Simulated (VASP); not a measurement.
Runs of VASP 6.6.1 on CsBr. It takes space group Pm-3m (No. 221, cubic). The conventional cell has a = 4.320 Å, b = 4.320 Å, c = 4.320 Å, α = 90.00°, β = 90.00°, γ = 90.00°. Within 4.9 Å of Cs (site symmetry m-3m) lie 8 Br at 3.74 Å and 6 Cs at 4.32 Å. Within 4.9 Å of Br (site symmetry m-3m) lie 8 Cs at 3.74 Å and 6 Br at 4.32 Å. 

| level | k mesh | cutoff (eV) | grid for exact exchange (PRECFOCK) | screening parameter | gap on the mesh (eV) | pressure (GPa) |
| --- | --- | --- | --- | --- | --- | --- |
| r2SCAN | 4 × 4 × 4 | 550 | - | - | 5.18 | (a) |
| PBE | 4 × 4 × 4 | 500 | - | - | 4.42 | 0.7 |
| PBE | 6 × 6 × 6 | 500 | - | - | 4.42 | 0.7 |
| HSE06 | 4 × 4 × 4 | 400 | Normal | 0.2079 1/Å | 5.60 | 0.3 |
| PBE0 | 4 × 4 × 4 | 400 | Normal | - | (b) | 0.2 |

Alike in all rows: task single point; potentials or basis VASP PAW PBE potentials, release 64 (Cs_sv, Br); no spin polarisation; cell as given; smearing gaussian 0.01 eV.

Q: Estimate the missing entries.

A: (a) 0.1; (b) 6.31.

Caveats: spin-orbit coupling is left out, which moves the levels of the heavy elements; the PAW data sets were made with another functional, which shifts forces and pressure a little (some runs).

A k mesh can miss the band edges, and the runs leave out spin-orbit coupling on Br, Cs.
